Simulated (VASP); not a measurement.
# ScAl7N8 (a cell with a defect) in VASP: a series of runs, part 2 of 2

VASP 6.6.1. The steps go on from the part before.

## Step 4: Single point, PBEsol, collinear spin

File INCAR:

```
PREC = Accurate
ENCUT = 520
EDIFF = 1E-6
ISMEAR = -1
SIGMA = 0.05
LREAL = Auto
LASPH = T
NELM = 150
ALGO = Normal
ISIF = 2
LWAVE = F
LCHARG = F
ISPIN = 2
MAGMOM = 0 0 0 0 0 0 0 0 0 0 0 0 0 0 0 1.1
LORBIT = 11
LMAXMIX = 4
GGA = PS
NBANDS = 54
NELECT = 71.0
```

File KPOINTS:

```
Automatic mesh
0
Gamma
  2 2 2
  0.5 0.5 0.5
```

File POSCAR:

```
ScAl7N8
1.0
    8.7554440000      0.0000000000      0.0000000000
    0.0000000000      4.3777220000      0.0000000000
    0.0000000000      0.0000000000      4.3777220000
Al N Sc
7 8 1
Direct
    0.9932690000      0.0258660000      0.9908870000
    0.4964490000      0.0027170000      0.0049870000
    0.2563140000      0.5073900000      0.9966880000
    0.7474010000      0.5236270000      0.9731020000
    0.2515250000      0.9778550000      0.5143410000
    0.7346960000      0.0106880000      0.5048140000
    0.9904910000      0.4996880000      0.4835830000
    0.1209580000      0.2818220000      0.2554850000
    0.6165830000      0.2422250000      0.2694140000
    0.3804710000      0.7744130000      0.2638320000
    0.8736880000      0.7707820000      0.2296070000
    0.3846490000      0.2160450000      0.7387290000
    0.8638980000      0.2458990000      0.7676690000
    0.1204420000      0.7518570000      0.7607030000
    0.6042410000      0.7319990000      0.7241050000
    0.4916510000      0.4761700000      0.4923380000
```

Potentials or basis: VASP PAW PBE potentials, release 64 (Al, N, Sc_sv).

Launch:

```
$ cat potpaw_PBE.64/Al/POTCAR potpaw_PBE.64/N/POTCAR potpaw_PBE.64/Sc_sv/POTCAR > POTCAR
$ mpirun -np 1 vasp_std > vasp.out
```

OUTCAR:

```text
PREC = Accurate
   ENCUT = 520
   EDIFF = 1E-6
   ISMEAR = -1
   LREAL = Auto
   LASPH = T
   NELM = 150
   ISIF = 2
   ISPIN = 2
   LORBIT = 11
   GGA = PS
   NELECT = 71.0

 ion  position               nearest neighbor table
   1  0.993  0.026  0.991-  13 1.78  11 1.85  14 1.92   8 1.96   7 2.99   7 3.04   4 3.06   4 3.08
                             5 3.08   6 3.11   3 3.12   7 3.16   6 3.19   7 3.20   5 3.23   3 3.23
   2  0.496  0.003  0.005-  12 1.79  10 1.82   9 1.88  15 1.95  16 2.97   3 3.02   6 3.02   6 3.02
                             5 3.04   4 3.04   3 3.05  16 3.06   5 3.10  16 3.14   4 3.17  16 3.22
   3  0.256  0.507  0.997-  14 1.90   8 1.91  10 1.98  12 2.04   5 2.95  16 3.00   2 3.02  16 3.02
                             2 3.05   5 3.06   1 3.12   5 3.14   7 3.16   1 3.23   7 3.23   5 3.24
   4  0.747  0.524  0.973-  13 1.82  15 1.90  11 1.91   9 2.12   6 2.96   7 3.02   2 3.04   6 3.04
                             1 3.06   1 3.08  16 3.08   7 3.09   6 3.16   2 3.17  16 3.20   6 3.24
   5  0.252  0.978  0.514-  10 1.81  12 1.85  14 1.86   8 2.09   3 2.95  16 3.03   2 3.04  16 3.04
                             3 3.06   1 3.08   2 3.10   7 3.10   3 3.14   1 3.23   7 3.23   3 3.24
   6  0.735  0.011  0.505-   9 1.78  13 1.91  15 1.93  11 2.01  16 2.95   4 2.96   2 3.02   2 3.02
                             4 3.04   7 3.10   1 3.11   4 3.16  16 3.16   7 3.17   1 3.19   4 3.24
[... 646 lines left out ...]
  volume of cell :      167.79
      direct lattice vectors                 reciprocal lattice vectors
     8.755444000  0.000000000  0.000000000     0.114214653  0.000000000  0.000000000
     0.000000000  4.377722000  0.000000000     0.000000000  0.228429306  0.000000000
     0.000000000  0.000000000  4.377722000     0.000000000  0.000000000  0.228429306

 POSITION                                       TOTAL-FORCE (eV/Angst)
 -----------------------------------------------------------------------------------
      8.69651      0.11323      4.33783         1.600367     -0.958428      1.125849
      4.34663      0.01189      0.02183         1.361856     -0.978905     -0.007716
      2.24414      2.22121      4.36322        -0.384521     -0.266680      0.287461
      6.54383      2.29229      4.25997        -0.858796     -0.158073      1.577770
      2.20221      4.28078      2.25164        -1.239834      1.440299     -0.647305
      6.43259      0.04679      2.20994         1.527702     -1.541624      0.131793
[... 8 lines left out ...]
      5.29040      3.20449      3.16993         4.356412      3.906242      4.325211
      4.30462      2.08454      2.15532        -2.258631      1.713984     -1.259321
 -----------------------------------------------------------------------------------
    total drift:                                0.004052     -0.000039      0.001277

  FREE ENERGIE OF THE ION-ELECTRON SYSTEM (eV)
  ---------------------------------------------------
  free  energy   TOTEN  =      -128.6863867698 eV

  energy  without entropy=     -128.6086173740  energy(sigma->0) =     -128.64750207

 total charge

# of ion       s       p       d       tot
------------------------------------------
    1        0.369   0.450   0.000   0.820
    2        0.372   0.470   0.000   0.841
    3        0.355   0.398   0.000   0.754
    4        0.362   0.418   0.000   0.781
    5        0.369   0.444   0.000   0.813
    6        0.364   0.436   0.000   0.801
[... 8 lines left out ...]
   15        1.252   2.590   0.000   3.842
   16        2.410   6.473   1.984  10.867
--------------------------------------------------
tot         14.876  30.199   1.984  47.059

 magnetization (x)

# of ion       s       p       d       tot
------------------------------------------
    1        0.000  -0.000   0.000   0.000
    2        0.000   0.000   0.000   0.000
    3        0.000  -0.000   0.000   0.000
    4        0.000  -0.000   0.000   0.000
    5        0.000  -0.000   0.000   0.000
    6        0.000  -0.000   0.000   0.000
[... 8 lines left out ...]
   15       -0.000  -0.000   0.000  -0.000
   16       -0.000  -0.000  -0.000  -0.000
--------------------------------------------------
tot         -0.000  -0.001  -0.000  -0.002
```

OSZICAR:

```text
N       E                     dE             d eps       ncg     rms          rms(c)
DAV:   1     0.613839037451E+03    0.61384E+03   -0.30640E+04   864   0.121E+03
DAV:   2    -0.669096087075E+02   -0.68075E+03   -0.63761E+03   958   0.348E+02
DAV:   3    -0.142692079566E+03   -0.75782E+02   -0.73607E+02  1186   0.121E+02
DAV:   4    -0.146737537509E+03   -0.40455E+01   -0.40046E+01  1312   0.316E+01
DAV:   5    -0.146798694324E+03   -0.61157E-01   -0.61007E-01  1136   0.345E+00    0.394E+01
DAV:   6    -0.129128028520E+03    0.17671E+02   -0.69168E+01  1376   0.382E+01    0.168E+01
DAV:   7    -0.128981605414E+03    0.14642E+00   -0.49605E+00  1192   0.125E+01    0.111E+01
DAV:   8    -0.128790283691E+03    0.19132E+00   -0.30259E+00  1288   0.712E+00    0.541E+00
DAV:   9    -0.128695802366E+03    0.94481E-01   -0.62606E-01  1352   0.424E+00    0.130E+00
DAV:  10    -0.128689878427E+03    0.59239E-02   -0.22331E-01  1280   0.210E+00    0.917E-01
DAV:  11    -0.128686395688E+03    0.34827E-02   -0.30432E-02  1176   0.754E-01    0.574E-01
DAV:  12    -0.128686532526E+03   -0.13684E-03   -0.69983E-03  1152   0.356E-01    0.325E-01
DAV:  13    -0.128686534227E+03   -0.17004E-05   -0.34749E-03  1104   0.238E-01    0.133E-01
DAV:  14    -0.128686407540E+03    0.12669E-03   -0.10367E-03  1144   0.132E-01    0.490E-02
DAV:  15    -0.128686387871E+03    0.19668E-04   -0.16342E-04  1112   0.600E-02    0.265E-02
DAV:  16    -0.128686387103E+03    0.76804E-06   -0.22459E-05  1264   0.234E-02    0.121E-02
DAV:  17    -0.128686386770E+03    0.33335E-06   -0.34693E-06   824   0.851E-03
   1 F= -.12868639E+03 E0= -.12864750E+03  d E =-.777694E-01  mag=    -0.0019
```

stdout:

```text
POSCAR found type information on POSCAR AlN Sc
 POSCAR found :  3 types and      16 ions
 scaLAPACK will be used
 -----------------------------------------------------------------------------
|                                                                             |
|                                                                             |
|     You enforced a specific xc type in the INCAR file but a different       |
|     I HOPE YOU KNOW WHAT YOU ARE DOING!                                     |
|                                                                             |
 -----------------------------------------------------------------------------

 LDA part: xc-table for (Slater+PW92), standard interpolation
 POSCAR, INCAR and KPOINTS ok, starting setup
 FFT: planning ... GRIDC
 FFT: planning ... GRID_SOFT
 FFT: planning ... GRID
 WAVECAR not read
 entering main loop
 the old and the new charge density differ
 old charge density:    72.00000 new   71.00000
    0.394E+01
```

Run time: 4.7 min. Hardware: 1 thread of Intel Xeon 8259CL, shared host; peak memory 0.37 GiB.

What came out:

* Free energy: -128.6864 eV
* Largest force: 7.276 eV/Å
* Net moment: 0.00 μB per cell
* Valence electrons inside the program's atomic spheres: Al 0.82, 0.84, 0.75, 0.78, 0.81, 0.80 (each value once); N 3.77, 3.87, 3.85, 3.78, 3.84 (each value once); Sc 10.87

Forces in eV/Å, atoms in the order of the input:
```
Al   1.600 -0.958  1.126
Al   1.362 -0.979 -0.008
Al  -0.385 -0.267  0.287
Al  -0.859 -0.158  1.578
Al  -1.240  1.440 -0.647
Al   1.528 -1.542  0.132
Al  -0.453  1.232  1.387
N    1.190 -2.051 -0.787
N    3.760 -1.901 -5.326
N   -2.742  0.272 -3.077
N   -0.999 -0.661  1.250
N   -4.444 -0.808  3.938
N   -0.144  1.007 -2.465
N   -0.272 -0.246 -0.454
N    4.356  3.906  4.325
Sc  -2.259  1.714 -1.259
```

Caveat: the k points lie up to 0.72 Å⁻¹ apart; the cell carries a net charge on a neutralising background, which shifts energy and pressure; the cell is charged against a uniform background, so pressure and absolute levels hang on convention; the PAW data sets were made with another functional, which shifts forces and pressure a little.

## Step 5: Single point, RPBE, collinear spin

File INCAR:

```
SYSTEM = ScAl7N8
ALGO = Normal ; EDIFF = 1E-7
ENCUT = 520 ; GGA = RP
ISIF = 2 ; ISMEAR = -1
ISPIN = 2 ; LASPH = .TRUE.
LCHARG = .FALSE. ; LMAXMIX = 4
LORBIT = 11 ; LREAL = Auto
LWAVE = .FALSE. ; MAGMOM = 0 0 0 0 0 0 0 0 0 0 0 0 0 0 0 1
NBANDS = 54 ; NELECT = 71.0
NELM = 150 ; PREC = Accurate
SIGMA = 0.05
```

KPOINTS is that of step 4.

POSCAR is that of step 4.

Launch:

```
$ cat potpaw_PBE.64/Al/POTCAR potpaw_PBE.64/N/POTCAR potpaw_PBE.64/Sc_sv/POTCAR > POTCAR
$ mpirun -np 1 vasp_std > vasp.out
```

Run time: 5.7 min. Hardware: 1 thread of Intel Xeon 8259CL, shared host; peak memory 0.38 GiB.

The run converged. Its results:

| Quantity | Value |
| --- | --- |
| Free energy | -116.3710 eV |
| Largest force | 7.597 eV/Å |
| Net moment | 0.00 μB per cell |
| Valence electrons inside the program's atomic spheres | Al 0.82, 0.84, 0.75, 0.78, 0.81, 0.80 (each value once); N 3.80, 3.90, 3.88, 3.81, 3.87 (each value once); Sc 10.83 |

Forces on the atoms (eV/Å):
```
Al   1.630 -0.961  1.135
Al   1.387 -1.000 -0.017
Al  -0.410 -0.273  0.280
Al  -0.847 -0.143  1.596
Al  -1.305  1.455 -0.653
Al   1.584 -1.574  0.137
Al  -0.468  1.243  1.408
N    1.224 -2.093 -0.783
N    3.956 -2.031 -5.529
N   -2.902  0.393 -3.238
N   -1.026 -0.678  1.293
N   -4.629 -0.912  4.132
N   -0.146  1.024 -2.511
N   -0.275 -0.248 -0.470
N    4.545  4.077  4.521
Sc  -2.317  1.720 -1.302
```

Levels at points of the mesh, in eV from the Fermi level:
Spin up:
```tsv
k point	band 34	band 35	band 36	band 37	band 38	band 39
(0.25, 0.25, 0.25)	-0.24	-0.15	0.00	4.92	5.19	5.49
```
Spin down:
| k point | band 32 | band 33 | band 34 | band 35 | band 36 | band 37 | band 38 | band 39 | band 40 | band 41 |
| --- | --- | --- | --- | --- | --- | --- | --- | --- | --- | --- |
| (0.25, 0.25, 0.25) | -0.67 | -0.42 | -0.24 | -0.15 | 0.00 | 4.92 | 5.19 | 5.49 | 6.08 | 6.19 |

Caveat: the k points lie up to 0.72 Å⁻¹ apart; the cell carries a net charge on a neutralising background, which shifts energy and pressure; the cell is charged against a uniform background, so pressure and absolute levels hang on convention; the PAW data sets were made with another functional, which shifts forces and pressure a little.
